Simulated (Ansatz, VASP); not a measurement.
**One calculation of CuO, two programs**

```
Cu O
1.0
     0.00000    2.12205    2.12205
     2.12205    0.00000    2.12205
     2.12205    2.12205    0.00000
Cu O
1 1
Direct
  0.50000 0.50000 0.50000
  0.00000 0.00000 0.00000
```

Alike in both runs: functional PBE; k mesh 22 × 22 × 22; occupations gaussian, width 0.1 eV; no spin polarisation.

Ansatz relaxed the structure, and its values are those at the end. VASP's run is a single point on that final structure, the one shown.

|  | VASP | Ansatz |
| --- | --- | --- |
| version | VASP 6.6.1 | Ansatz 0.2.0 |
| potentials or method | VASP PAW PBE potentials, release 64 (Cu, O), cutoff 520 eV | scalar-relativistic, plane waves, PAW |
| valence electrons in the cell | 17 | 25 |

|  | VASP | Ansatz | Ansatz less VASP |
| --- | --- | --- | --- |
| gap on the k mesh at the Fermi level (eV) | none | none | - |
| pressure (GPa) | 0.3 | 0.0 | -0.27 |

A gap of «none» marks a metal or a gap that the smearing closes. The functional is the same, so the differences come from potentials, cutoffs and numerics. VASP's potentials hold 17 valence electrons a cell and Ansatz's 25, so a difference there can come from the potentials and not from the codes.
